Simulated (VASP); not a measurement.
# BeGe (P2/m) in VASP: single point with PBE

Aim: the single point of BeGe with PBE.

All numbers are computed with VASP 6.6.1; they aren't measurements. Logs are shortened: lines on timing, memory, paths and dates and some standing lists are left out, and cuts for length are marked.

## 1. The cell of the first run

Symmetry: P2/m, No. 10, monoclinic system. The conventional cell has a = 4.526 Å, b = 2.784 Å, c = 6.775 Å, α = 90.00°, β = 104.50°, γ = 90.00°. Within 3.7 Å of Be (site symmetry m) lie 8 Ge at 2.63 to 2.68 Å and 6 Be at 2.67 to 3.64 Å. Within 3.7 Å of Be (site symmetry 2/m) lie 8 Ge at 2.66 to 2.70 Å and 6 Be at 2.75 to 3.63 Å. Ge (site symmetry m) has 10 Ge at 2.62 to 3.92 Å and 8 Be at 2.63 to 2.70 Å within 4.0 Å. Ge (site symmetry 2/m) has 8 Be at 2.66 to 2.68 Å and 4 Ge at 2.77 to 2.78 Å within 3.5 Å.

## 2. Single point, PBE

The input, POSCAR:

```
BeGe
1.0
    4.5256980000      0.0000000000      0.0000000000
    0.0000000000      2.7836980000      0.0000000000
   -1.6964280000      0.0000000000      6.5596010000
Be Ge
3 3
Direct
    0.2630000000      0.5000000000      0.3360000000
    0.7370000000      0.5000000000      0.6640000000
    0.5000000000      0.5000000000      0.0000000000
    0.2340000000      0.0000000000      0.6600000000
    0.7660000000      0.0000000000      0.3400000000
    0.0000000000      0.0000000000      0.0000000000
```

The input, INCAR.step1:

```
  PREC = Accurate
  ENCUT = 520
  EDIFF = 1E-6
  ISMEAR = -1
  SIGMA = 0.1
  LREAL = F
  LASPH = T
  NELM = 60
  ALGO = Normal
  ISIF = 2
  LWAVE = F
  LCHARG = T
  GGA = PE
  NBANDS = 33
```

The input, KPOINTS.step1:

```
regular mesh
0
Gamma
  6 10 4
```

The input, INCAR.step2:

```
  PREC = Accurate
  ENCUT = 520
  EDIFF = 1E-6
  ISMEAR = -5
  SIGMA = 0.1
  LREAL = F
  LASPH = T
  NELM = 60
  ALGO = Normal
  ISIF = 2
  LWAVE = F
  LCHARG = F
  GGA = PE
  LORBIT = 10
  NEDOS = 2001
  ICHARG = 11
```

The input, KPOINTS.step2:

```
regular mesh
0
Gamma
  9 15 6
```

Potentials or basis: VASP PAW PBE potentials, release 64 (Be, Ge_d).

Command:

```
$ cat potpaw_PBE.64/Be/POTCAR potpaw_PBE.64/Ge_d/POTCAR > POTCAR
$ cp INCAR.step1 INCAR
$ cp KPOINTS.step1 KPOINTS
$ mpirun -np 1 vasp_std > vasp.out
$ cp INCAR.step2 INCAR
$ cp KPOINTS.step2 KPOINTS
$ mpirun -np 1 vasp_std > vasp.out
```

OUTCAR:

```text
PREC = Accurate
   ENCUT = 520
   EDIFF = 1E-6
   ISMEAR = -5
   LREAL = F
   LASPH = T
   NELM = 60
   ISIF = 2
   GGA = PE
   LORBIT = 10
   ICHARG = 11

 ion  position               nearest neighbor table
   1  0.263  0.500  0.336-   4 2.63   4 2.63   5 2.65   5 2.65
   2  0.737  0.500  0.664-   5 2.63   5 2.63   4 2.65   4 2.65
   3  0.500  0.500  0.000-
   4  0.234  0.000  0.660-   5 2.62   1 2.63   1 2.63   2 2.65   2 2.65   6 2.77
   5  0.766  0.000  0.340-   4 2.62   2 2.63   2 2.63   1 2.65   1 2.65   6 2.77
   6  0.000  0.000  0.000-   4 2.77   5 2.77

  LATTYP: Found a simple monoclinic cell.
 ALAT       =     4.5256980000
 B/A-ratio  =     0.6150869987
 C/A-ratio  =     1.4970981006
 COS(beta)  =    -0.2503799812

  Lattice vectors:

 A1 = (   4.5256980000,   0.0000000000,   0.0000000000)
 A2 = (   0.0000000000,   2.7836980000,   0.0000000000)
 A3 = (  -1.6964280000,   0.0000000000,   6.5596010000)

Analysis of symmetry for initial positions (statically):
=====================================================================
 Subroutine PRICEL returns:
 Original cell was already a primitive cell.

 Routine SETGRP: Setting up the symmetry group for a
 simple monoclinic supercell.

 Subroutine GETGRP returns: Found  4 space group operations
 (whereof  4 operations were pure point group operations)
 out of a pool of  4 trial point group operations.

The static configuration has the point symmetry C_2h.

Analysis of symmetry for dynamics (positions and initial velocities):
=====================================================================
 Subroutine PRICEL returns:
 Original cell was already a primitive cell.

 Routine SETGRP: Setting up the symmetry group for a
 simple monoclinic supercell.

 Subroutine GETGRP returns: Found  4 space group operations
 (whereof  4 operations were pure point group operations)
 out of a pool of  4 trial point group operations.

The dynamic configuration has the point symmetry C_2h.

 Subroutine INISYM returns: Found  4 space group operations
 (whereof  4 operations are pure point group operations),
 and found     1 'primitive' translations

----------------------------------------------------------------------------------------

                                     Primitive cell

  volume of cell :      82.6390

  direct lattice vectors                    reciprocal lattice vectors
     4.525698000  0.000000000  0.000000000     0.220960391  0.000000000  0.057144237
     0.000000000  2.783698000  0.000000000     0.000000000  0.359234371  0.000000000
    -1.696428000  0.000000000  6.559601000     0.000000000  0.000000000  0.152448297

  length of vectors
     4.525698000  2.783698000  6.775413879     0.228230056  0.359234371  0.152448297

  position of ions in fractional coordinates (direct lattice)
     0.263000000  0.500000000  0.336000000
     0.737000000  0.500000000  0.664000000
     0.500000000  0.500000000  0.000000000
     0.234000000  0.000000000  0.660000000
     0.766000000  0.000000000  0.340000000
     0.000000000  0.000000000  0.000000000

  ion indices of the primitive-cell ions
   primitive index   ion index
                 1           1
                 2           2
                 3           3
                 4           4
                 5           5
                 6           6

----------------------------------------------------------------------------------------

 KPOINTS: regular mesh

Automatic generation of k-mesh.
 Grid dimensions read from file:
 generate k-points for:    9   15    6

 Generating k-lattice:

  Cartesian coordinates                     Fractional coordinates (reciprocal lattice)
     0.024551155  0.000000000  0.006349360     0.111111111  0.000000000 -0.000000000
     0.000000000  0.023948958  0.000000000     0.000000000  0.066666667  0.000000000
     0.000000000  0.000000000  0.025408049     0.000000000  0.000000000  0.166666667

  Length of vectors
     0.025358895  0.023948958  0.025408049

  Shift w.r.t. Gamma in fractional coordinates (k-lattice)
     0.000000000  0.000000000  0.000000000

 TETIRR: Found   2428 inequivalent tetrahedra from     4860

 Subroutine IBZKPT returns following result:
 ===========================================

 Found    224 irreducible k-points:

 Following reciprocal coordinates:
            Coordinates               Weight
  0.000000  0.000000  0.000000      1.000000
  0.111111  0.000000 -0.000000      2.000000
  0.222222  0.000000 -0.000000      2.000000
  0.333333  0.000000 -0.000000      2.000000
  0.444444  0.000000 -0.000000      2.000000
  0.000000  0.066667  0.000000      2.000000
[... 16 lines left out ...]
  0.222222  0.266667 -0.000000      4.000000
  0.333333  0.266667 -0.000000      4.000000
 [... further k-points ...]
   k-points           NKPTS =    224   k-points in BZ     NKDIM =    224   number of bands    NBANDS=     28
   number of dos      NEDOS =   2001   number of ions     NIONS =      6
   total plane-waves  NPLWV =  43200
   dimension x,y,z NGX =    36 NGY =   24 NGZ =   50
   dimension x,y,z NGXF=    72 NGYF=   48 NGZF=  100
   ions per type =               3   3
   NGX,Y,Z   is equivalent  to a cutoff of  13.22, 14.33, 12.27 a.u.
   NGXF,Y,Z  is equivalent  to a cutoff of  26.45, 28.67, 24.54 a.u.
 SYSTEM =  unknown system
   PREC   = accura    normal or accurate (medium, high low for compatibility)
   ISTART =      0    job   : 0-new  1-cont  2-samecut
   ICHARG =     11    charge: 1-file 2-atom 10-const
   ISPIN  =      1    spin polarized calculation?
   LNONCOLLINEAR =      F non collinear calculations
   LSORBIT =      F    spin-orbit coupling
   LASPH  =      T    aspherical Exc in radial PAW
   ENCUT  =  520.0 eV  38.22 Ry    6.18 a.u.   8.41  5.18 12.60*2*pi/ulx,y,z
   NELM   =     60;   NELMIN=  2; NELMDL=  0     # of ELM steps
   EDIFF  = 0.1E-05   stopping-criterion for ELM
   LREAL  =      F    real-space projection
   EDIFFG = 0.1E-04   stopping-criterion for IOM
   NSW    =      0    number of steps for IOM
   IBRION =     -1    ionic relax: 0-MD 1-quasi-New 2-CG
   NFREE  =      0    steps in history (QN), initial steepest desc. (CG)
   ISIF   =      2    stress and relaxation
   ISYM   =      2    0-nonsym 1-usesym 2-fastsym
   POTIM  = 0.5000    time-step for ionic-motion
   TEBEG  =    0.0;   TEEND  =   0.0 temperature during run
   PSTRESS=    0.0 pullay stress
   NELECT =      48.0000    total number of electrons
   NUPDOWN=      -1.0000    fix difference up-down
   EMIN   =  10.00;   EMAX   =-10.00  energy-range for DOS
   EFERMI =   0.00;   METHOD = LEGACY
   ISMEAR =    -5;   SIGMA  =   0.10  broadening in eV -4-tet -1-fermi 0-gaus
   EFERMI_NEDOS =   21; number of points for ismear=-14 and -15
   IALGO  =     38    algorithm
   IMIX   =      4    mixing-type and parameters
     AMIX     =   0.40;   BMIX     =  1.00
     AMIX_MAG =   1.60;   BMIX_MAG =  1.00
  volume/ion in A,a.u.               =      13.77        92.95
  Fermi-wavevector in a.u.,A,eV,Ry     =   1.365925  2.581224 25.385087  1.865751
  Thomas-Fermi vector in A             =   2.492111
   LORBIT       =     10    0 simple, 1 ext, 2 COOP (PROOUT), +10 PAW based schemes
   GGA     = PE    functional components
   LHFCALC =     F    Hartree Fock is set to
   AEXX    =    0.0000 exact exchange contribution
   IVDW    =     0    specifies the selected vdW correction
   LEPSILON=     F    determine dielectric tensor
   LRPA    =     F    only Hartree local field effects (RPA)
 non-spin polarized calculation
 Fermi weights with tetrahedron method with Bloechl corrections
  energy-cutoff  :      520.00
  volume of cell :       82.64
 maximum number of plane-waves:      2254
 NGX is ok and might be reduce to    36

 number of electron      48.0000032 magnetization

 Free energy of the ion-electron system (eV)
  ---------------------------------------------------
  ext. energy  EPLUGINS =         0.00000000
  ---------------------------------------------------
  free energy    TOTEN  =       -21.36363184 eV

  energy without entropy =      -21.36363184  energy(sigma->0) =      -21.36363184

 E-fermi :   7.0208     XC(G=0): -11.0116

 val. band max:        7.1653227324   @ k =   0.3333   0.2000   0.5000
 cond. band min:       6.7912387589   @ k =   0.1111   0.2667   0.3333
 fundamental gap:     -0.3740839735
 Fermi energy:         7.0208481632

 k-point     1 :       0.0000    0.0000    0.0000
  band No.  band energies     occupation
      1     -17.8489      2.00000
      2     -17.8281      2.00000
      3     -17.7893      2.00000
      4     -17.7656      2.00000
      5     -17.7341      2.00000
      6     -17.7311      2.00000
[... 20 lines left out ...]
     27       9.5210      0.00000
     28      10.6960      0.00000

 k-point     2 :       0.1111    0.0000   -0.0000
  band No.  band energies     occupation
      1     -17.8487      2.00000
      2     -17.8281      2.00000
      3     -17.7896      2.00000
      4     -17.7646      2.00000
      5     -17.7340      2.00000
      6     -17.7303      2.00000
[... 20 lines left out ...]
     27      10.1725      0.00000
     28      10.7907      0.00000

 k-point     3 :       0.2222    0.0000   -0.0000
  band No.  band energies     occupation
      1     -17.8481      2.00000
      2     -17.8281      2.00000
      3     -17.7904      2.00000
      4     -17.7620      2.00000
      5     -17.7331      2.00000
      6     -17.7286      2.00000
[... 616 lines left out ...]
      3     -17.7580      2.00000
      4     -17.7452      2.00000
      5     -17.7293      2.00000
      6     -17.7206      2.00000
[... 20 lines left out ...]
     27       8.3696      0.00000
     28       9.3017      0.00000

 k-point    24 :       0.3333    0.2667   -0.0000
  band No.  band energies     occupation
      1     -17.7941      2.00000
      2     -17.7708      2.00000
      3     -17.7584      2.00000
      4     -17.7452      2.00000
      5     -17.7281      2.00000
      6     -17.7193      2.00000
[... 20 lines left out ...]
     27       8.8959      0.00000
     28       9.3453      0.00000

 [... further k-points ...]

------------------------ aborting loop because EDIFF is reached ----------------------------------------

  FORCE on cell =-STRESS in cart. coord.  units (eV):
  Direction    XX          YY          ZZ          XY          YZ          ZX
  --------------------------------------------------------------------------------------
  -------------------------------------------------------------------------------------
  Total       -1.0276931      1.1782560      1.1436728      0.0000000      0.0000000      0.4186909
  in kB      -19.9245687     22.8436311     22.1731440      0.0000000      0.0000000      8.1174387
  external PRESSURE =       8.3640688 kB  Pullay stress =       0.0000000 kB

 VOLUME and BASIS-vectors are now :
 -----------------------------------------------------------------------------
  energy-cutoff  :      520.00
  volume of cell :       82.64
      direct lattice vectors                 reciprocal lattice vectors
     4.525698000  0.000000000  0.000000000     0.220960391  0.000000000  0.057144237
     0.000000000  2.783698000  0.000000000     0.000000000  0.359234371  0.000000000
    -1.696428000  0.000000000  6.559601000     0.000000000  0.000000000  0.152448297

 POSITION                                       TOTAL-FORCE (eV/Angst)
 -----------------------------------------------------------------------------------
      0.62026      1.39185      2.20403         0.313598      0.000000     -0.102351
      2.20901      1.39185      4.35558        -0.313598     -0.000000      0.102351
      2.26285      1.39185      0.00000        -0.000000     -0.000000      0.000000
     -0.06063      0.00000      4.32934         0.718300     -0.000000      0.570507
      2.88990      0.00000      2.23026        -0.718300     -0.000000     -0.570507
      0.00000      0.00000      0.00000        -0.000000     -0.000000      0.000000
 -----------------------------------------------------------------------------------
    total drift:                               -0.000000      0.000000      0.000000

  FREE ENERGIE OF THE ION-ELECTRON SYSTEM (eV)
  ---------------------------------------------------
  free  energy   TOTEN  =       -21.3636318427 eV

  energy  without entropy=      -21.3636318427  energy(sigma->0) =      -21.36363184

 total charge

# of ion       s       p       d       tot
------------------------------------------
    1        0.380   0.445   0.000   0.825
    2        0.380   0.445   0.000   0.825
    3        0.388   0.425   0.000   0.814
    4        1.209   1.075  10.062  12.346
    5        1.209   1.075  10.062  12.346
    6        1.218   1.040  10.060  12.318
--------------------------------------------------
tot          4.784   4.505  30.185  39.474
```

It took 3.5 min on 1 thread of AMD EPYC 9R45 (Zen 5), shared host; peak memory 0.47 GiB.

What came out:

| Property | Result |
| --- | --- |
| Valence electrons inside the program's atomic spheres | Be 0.82, 0.81 (each value once); Ge 12.35, 12.32 (each value once) |
